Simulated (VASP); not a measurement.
A run of VASP 6.6.1 is set up as follows.

The input POSCAR:

```
HfB
1.0
    0.0000000000      2.3100005622      2.3100005622
    2.3100005622      0.0000000000      2.3100005622
    2.3100005622      2.3100005622      0.0000000000
Hf B
1 1
Direct
    0.5000000000      0.5000000000      0.5000000000
    0.0000000000      0.0000000000      0.0000000000
```

File INCAR.step1:

```
  PREC = Accurate
  ENCUT = 520
  EDIFF = 1E-5
  ISMEAR = 0
  SIGMA = 0.05
  LREAL = False
  LASPH = True
  NELM = 60
  ALGO = Normal
  ISIF = 2
  LWAVE = True
  LCHARG = False
  NBANDS = 14
  GGA = PE
```

Contents of INCAR.step2:

```
  PREC = Accurate
  ENCUT = 520
  EDIFF = 1E-7
  ISMEAR = 0
  SIGMA = 0.05
  LREAL = False
  LASPH = True
  NELM = 60
  ALGO = Normal
  ISIF = 2
  LWAVE = False
  LCHARG = False
  GGA = PE
  LHFCALC = True
  AEXX = 0.15
  HFSCREEN = 0.20787
  PRECFOCK = Normal
  NBANDS = 14
  ISTART = 1
```

File KPOINTS:

```
regular mesh
0
Gamma
  6 6 6
```

Potentials or basis: VASP PAW PBE potentials, release 64 (Hf_pv, B).

Command:

```sh
$ cat potpaw_PBE.64/Hf_pv/POTCAR potpaw_PBE.64/B/POTCAR > POTCAR
$ cp INCAR.step1 INCAR
$ mpirun -np 1 vasp_std > vasp.out
$ cp INCAR.step2 INCAR
$ mpirun -np 1 vasp_std > vasp.out
```

(1) Estimate the pressure.

## Answers

(1) 29.0 GPa.

Caveat: the k points lie up to 0.39 Å⁻¹ apart; the PAW data sets were made with another functional, which shifts forces and pressure a little.
